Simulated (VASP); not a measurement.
# TiSe (P6_3/mmc) in VASP: single point with r2SCAN

Aim: the single point of TiSe with r2SCAN.

Everything below comes from runs of VASP 6.6.1. Logs are shortened: lines on timing, memory, paths and dates and some standing lists are left out, and cuts for length are marked.

### 1 The cell of the first run

The structure is hexagonal, space group P6_3/mmc (No. 194). Conventional cell: a = 3.573 Å, b = 3.573 Å, c = 6.479 Å, α = 90.00°, β = 90.00°, γ = 120.00°. Within 3.6 Å of Ti (site symmetry -3m) lie 6 Se at 2.62 Å and 8 Ti at 3.24 to 3.57 Å. Within 3.6 Å of Se (site symmetry -6m2) lie 6 Ti at 2.62 Å and 6 Se at 3.57 Å.

### 2 Single point, r2SCAN, collinear spin

POSCAR

```
TiSe
1.0
    3.5732047385      0.0000000000      0.0000000000
   -1.7866023693      3.0944860765      0.0000000000
    0.0000000000      0.0000000000      6.4790014689
Ti Se
2 2
Direct
    0.0000000000      0.0000000000      0.0000000000
    0.0000000000      0.0000000000      0.5000000000
    0.3333333333      0.6666666667      0.2500000000
    0.6666666667      0.3333333333      0.7500000000
```

INCAR.step1

```
ALGO = Normal
EDIFF = 1E-4
ENCUT = 520
GGA = PE
ISMEAR = 0
ISPIN = 2
LASPH = True
LCHARG = False
LMAXMIX = 4
LREAL = False
LWAVE = True
MAGMOM = 0.74 0.74 0 0
NBANDS = 30
NELM = 150
PREC = Accurate
SIGMA = 0.1
```

INCAR.step2

```
ALGO = Normal
EDIFF = 1E-6
ENCUT = 520
ISIF = 2
ISMEAR = 0
ISPIN = 2
ISTART = 1
LASPH = True
LCHARG = False
LMAXMIX = 4
LMIXTAU = True
LORBIT = 11
LREAL = False
LWAVE = False
MAGMOM = 0.74 0.74 0 0
METAGGA = R2SCAN
NBANDS = 30
NELM = 150
PREC = Accurate
SIGMA = 0.1
```

KPOINTS

```
k-points
0
Gamma
  6 6 4
```

Potentials or basis: VASP PAW PBE potentials, release 64 (Ti_sv, Se).

Launch:

```
cat potpaw_PBE.64/Ti_sv/POTCAR potpaw_PBE.64/Se/POTCAR > POTCAR
cp INCAR.step1 INCAR
mpirun -np 1 vasp_std > vasp.out
cp INCAR.step2 INCAR
mpirun -np 1 vasp_std > vasp.out
```

OUTCAR:

```text
EDIFF = 1E-6
   ENCUT = 520
   ISIF = 2
   ISMEAR = 0
   ISPIN = 2
   ISTART = 1
   LASPH = True
   LORBIT = 11
   LREAL = False
   METAGGA = R2SCAN
   NELM = 150
   PREC = Accurate

 ion  position               nearest neighbor table
   1  0.000  0.000  0.000-   3 2.62   4 2.62   4 2.62   3 2.62   4 2.62   3 2.62
   2  0.000  0.000  0.500-   3 2.62   4 2.62   4 2.62   3 2.62   4 2.62   3 2.62
   3  0.333  0.667  0.250-   1 2.62   2 2.62   1 2.62   2 2.62   1 2.62   2 2.62
   4  0.667  0.333  0.750-   1 2.62   2 2.62   1 2.62   2 2.62   1 2.62   2 2.62

  LATTYP: Found a hexagonal cell.
 ALAT       =     3.5732047385
 C/A-ratio  =     1.8132186491

  Lattice vectors:

 A1 = (   3.5732047385,   0.0000000000,   0.0000000000)
 A2 = (  -1.7866023693,   3.0944860765,   0.0000000000)
 A3 = (   0.0000000000,   0.0000000000,   6.4790014689)

Analysis of symmetry for initial positions (statically):
=====================================================================
 Subroutine PRICEL returns:
 Original cell was already a primitive cell.

 Routine SETGRP: Setting up the symmetry group for a
 hexagonal supercell.

 Subroutine GETGRP returns: Found 24 space group operations
 (whereof 12 operations were pure point group operations)
 out of a pool of 24 trial point group operations.

The static configuration has the point symmetry D_3d.
 The point group associated with its full space group is D_6h.

Analysis of symmetry for dynamics (positions and initial velocities):
=====================================================================
 Subroutine PRICEL returns:
 Original cell was already a primitive cell.

 Routine SETGRP: Setting up the symmetry group for a
 hexagonal supercell.

 Subroutine GETGRP returns: Found 24 space group operations
 (whereof 12 operations were pure point group operations)
 out of a pool of 24 trial point group operations.

The dynamic configuration has the point symmetry D_3d.
 The point group associated with its full space group is D_6h.

Analysis of structural, dynamic, and magnetic symmetry:
=====================================================================
 Subroutine PRICEL returns:
 Original cell was already a primitive cell.

 Routine SETGRP: Setting up the symmetry group for a
 hexagonal supercell.

 Subroutine GETGRP returns: Found 24 space group operations
 (whereof 12 operations were pure point group operations)
 out of a pool of 24 trial point group operations.

The overall configuration has the point symmetry D_3d.
 The point group associated with its full space group is D_6h.

 Subroutine INISYM returns: Found 24 space group operations
 (whereof 12 operations are pure point group operations),
 and found     1 'primitive' translations

----------------------------------------------------------------------------------------

                                     Primitive cell

  volume of cell :      71.6398

  direct lattice vectors                    reciprocal lattice vectors
     3.573204738  0.000000000  0.000000000     0.279860818  0.161577718  0.000000000
    -1.786602369  3.094486076  0.000000000     0.000000000  0.323155437  0.000000000
     0.000000000  0.000000000  6.479001469     0.000000000  0.000000000  0.154344771

  length of vectors
     3.573204738  3.573204739  6.479001469     0.323155437  0.323155437  0.154344771

  position of ions in fractional coordinates (direct lattice)
     0.000000000  0.000000000  0.000000000
     0.000000000  0.000000000  0.500000000
     0.333333333  0.666666667  0.250000000
     0.666666667  0.333333333  0.750000000

  ion indices of the primitive-cell ions
   primitive index   ion index
                 1           1
                 2           2
                 3           3
                 4           4

----------------------------------------------------------------------------------------

 KPOINTS: k-points

Automatic generation of k-mesh.
 Grid dimensions read from file:
 generate k-points for:    6    6    4

 Generating k-lattice:

  Cartesian coordinates                     Fractional coordinates (reciprocal lattice)
     0.046643470  0.026929620  0.000000000     0.166666667  0.000000000  0.000000000
     0.000000000  0.053859239  0.000000000     0.000000000  0.166666667  0.000000000
     0.000000000  0.000000000  0.038586193     0.000000000  0.000000000  0.250000000

  Length of vectors
     0.053859239  0.053859239  0.038586193

  Shift w.r.t. Gamma in fractional coordinates (k-lattice)
     0.000000000  0.000000000  0.000000000

 Subroutine IBZKPT returns following result:
 ===========================================

 Found     21 irreducible k-points:

 Following reciprocal coordinates:
            Coordinates               Weight
  0.000000  0.000000  0.000000      1.000000
  0.166667  0.000000  0.000000      6.000000
  0.333333 -0.000000  0.000000      6.000000
  0.500000 -0.000000  0.000000      3.000000
  0.166667  0.166667  0.000000      6.000000
  0.333333  0.166667  0.000000     12.000000
[... 13 lines left out ...]
  0.333333  0.166667  0.500000     12.000000
  0.333333  0.333333  0.500000      2.000000
   k-points           NKPTS =     21   k-points in BZ     NKDIM =     21   number of bands    NBANDS=     30
   number of dos      NEDOS =    301   number of ions     NIONS =      4
   total plane-waves  NPLWV =  37632
   dimension x,y,z NGX =    28 NGY =   28 NGZ =   48
   dimension x,y,z NGXF=    56 NGYF=   56 NGZF=   96
   ions per type =               2   2
   NGX,Y,Z   is equivalent  to a cutoff of  13.03, 13.03, 12.32 a.u.
   NGXF,Y,Z  is equivalent  to a cutoff of  26.05, 26.05, 24.63 a.u.
 SYSTEM =  unknown system
   PREC   = accura    normal or accurate (medium, high low for compatibility)
   ISTART =      1    job   : 0-new  1-cont  2-samecut
   ICHARG =      0    charge: 1-file 2-atom 10-const
   ISPIN  =      2    spin polarized calculation?
   LNONCOLLINEAR =      F non collinear calculations
   LSORBIT =      F    spin-orbit coupling
   LASPH  =      T    aspherical Exc in radial PAW
   ENCUT  =  520.0 eV  38.22 Ry    6.18 a.u.   6.64  6.64 12.05*2*pi/ulx,y,z
   NELM   =    150;   NELMIN=  2; NELMDL=  0     # of ELM steps
   EDIFF  = 0.1E-05   stopping-criterion for ELM
   LREAL  =      F    real-space projection
   EDIFFG = 0.1E-04   stopping-criterion for IOM
   NSW    =      0    number of steps for IOM
   IBRION =     -1    ionic relax: 0-MD 1-quasi-New 2-CG
   NFREE  =      0    steps in history (QN), initial steepest desc. (CG)
   ISIF   =      2    stress and relaxation
   ISYM   =      2    0-nonsym 1-usesym 2-fastsym
   POTIM  = 0.5000    time-step for ionic-motion
   TEBEG  =    0.0;   TEEND  =   0.0 temperature during run
   PSTRESS=    0.0 pullay stress
   NELECT =      36.0000    total number of electrons
   NUPDOWN=      -1.0000    fix difference up-down
   EMIN   =  10.00;   EMAX   =-10.00  energy-range for DOS
   EFERMI =   0.00;   METHOD = LEGACY
   ISMEAR =     0;   SIGMA  =   0.10  broadening in eV -4-tet -1-fermi 0-gaus
   EFERMI_NEDOS =   21; number of points for ismear=-14 and -15
   IALGO  =     38    algorithm
   IMIX   =      4    mixing-type and parameters
     AMIX     =   0.40;   BMIX     =  1.00
     AMIX_MAG =   1.60;   BMIX_MAG =  1.00
  volume/ion in A,a.u.               =      17.91       120.86
  Fermi-wavevector in a.u.,A,eV,Ry     =   1.301540  2.459554 23.048353  1.694006
  Thomas-Fermi vector in A             =   2.432667
   LORBIT       =     11    0 simple, 1 ext, 2 COOP (PROOUT), +10 PAW based schemes
   METAGGA = R2SCAN    functional components
   LHFCALC =     F    Hartree Fock is set to
   AEXX    =    0.0000 exact exchange contribution
   IVDW    =     0    specifies the selected vdW correction
   LEPSILON=     F    determine dielectric tensor
   LRPA    =     F    only Hartree local field effects (RPA)
 spin polarized calculation
 Gauss-broadening in eV      SIGMA  =   0.10
  energy-cutoff  :      520.00
  volume of cell :       71.64
 maximum number of plane-waves:      1950
 NGX is ok and might be reduce to    28
   NGX = 13   NGY = 13   NGZ = 25

 number of electron      36.0000000 magnetization       0.0011107

 number of electron      36.0000000 magnetization      -0.0004439

 Free energy of the ion-electron system (eV)
  ---------------------------------------------------
  ext. energy  EPLUGINS =         0.00000000
  ---------------------------------------------------
  free energy    TOTEN  =       -59.30861085 eV

  energy without entropy =      -59.28605829  energy(sigma->0) =      -59.29733457

 E-fermi :   8.3544     XC(G=0): -11.7188

 val. band max:        8.3434528616   @ k =   0.1667   0.0000   0.2500
 cond. band min:       8.3556521761   @ k =   0.1667   0.0000   0.2500
 fundamental gap:      0.0121993145
 Fermi energy:         8.3543719153

 spin component 1

 k-point     1 :       0.0000    0.0000    0.0000
  band No.  band energies     occupation
      1     -51.5777      1.00000
      2     -51.5652      1.00000
      3     -26.9013      1.00000
      4     -26.8145      1.00000
      5     -26.8145      1.00000
      6     -26.7986      1.00000
[... 682 lines left out ...]
     29      14.7410      0.00000
     30      14.7410      0.00000
 Fermi energy:         8.3543719153

 spin component 2

 k-point     1 :       0.0000    0.0000    0.0000
  band No.  band energies     occupation
      1     -51.5779      1.00000
      2     -51.5654      1.00000
      3     -26.9013      1.00000
      4     -26.8147      1.00000
      5     -26.8147      1.00000
      6     -26.7988      1.00000
[... 682 lines left out ...]
     29      14.7409      0.00000
     30      14.7409      0.00000

------------------------ aborting loop because EDIFF is reached ----------------------------------------

  FORCE on cell =-STRESS in cart. coord.  units (eV):
  Direction    XX          YY          ZZ          XY          YZ          ZX
  --------------------------------------------------------------------------------------
  -------------------------------------------------------------------------------------
  Total       -2.1213875     -2.1213875      0.6054579      0.0000000     -0.0000000     -0.0000000
  in kB      -47.4434303    -47.4434303     13.5406669      0.0000000     -0.0000000     -0.0000000
  external PRESSURE =     -27.1153979 kB  Pullay stress =       0.0000000 kB

 VOLUME and BASIS-vectors are now :
 -----------------------------------------------------------------------------
  energy-cutoff  :      520.00
  volume of cell :       71.64
      direct lattice vectors                 reciprocal lattice vectors
     3.573204738  0.000000000  0.000000000     0.279860818  0.161577718  0.000000000
    -1.786602369  3.094486076  0.000000000     0.000000000  0.323155437  0.000000000
     0.000000000  0.000000000  6.479001469     0.000000000  0.000000000  0.154344771

 POSITION                                       TOTAL-FORCE (eV/Angst)
 -----------------------------------------------------------------------------------
      0.00000      0.00000      0.00000        -0.000000      0.000000     -0.000000
      0.00000      0.00000      3.23950        -0.000000      0.000000     -0.000000
     -0.00000      2.06299      1.61975        -0.000000     -0.000000      0.000000
      1.78660      1.03150      4.85925         0.000000      0.000000     -0.000000
 -----------------------------------------------------------------------------------
    total drift:                               -0.000000      0.000000      0.000000

  FREE ENERGIE OF THE ION-ELECTRON SYSTEM (eV)
  ---------------------------------------------------
  free  energy   TOTEN  =       -59.3086108463 eV

  energy  without entropy=      -59.2860582932  energy(sigma->0) =      -59.29733457

 total charge

# of ion       s       p       d       tot
------------------------------------------
    1        2.131   6.098   1.968  10.197
    2        2.131   6.098   1.968  10.197
    3        1.425   2.512   0.078   4.015
    4        1.425   2.512   0.078   4.015
--------------------------------------------------
tot          7.112  17.219   4.092  28.423

 magnetization (x)

# of ion       s       p       d       tot
------------------------------------------
    1       -0.000  -0.000  -0.000  -0.000
    2       -0.000  -0.000  -0.000  -0.000
    3       -0.000   0.000  -0.000   0.000
    4       -0.000   0.000  -0.000   0.000
--------------------------------------------------
tot         -0.000   0.000  -0.000  -0.000
```

Wall time 10 min (1 thread of AMD EPYC 7R13, shared host); peak memory 0.24 GiB.

What came out:

* Free energy: -59.3086 eV
* Pressure: -2.7 GPa
* Band gap on the k mesh: zero (filled and empty bands overlap)
* Net moment: 0.00 μB per cell
* Valence electrons inside the program's atomic spheres: Ti 10.20; Se 4.01

Caveat: the PAW data sets were made with another functional, which shifts forces and pressure a little.
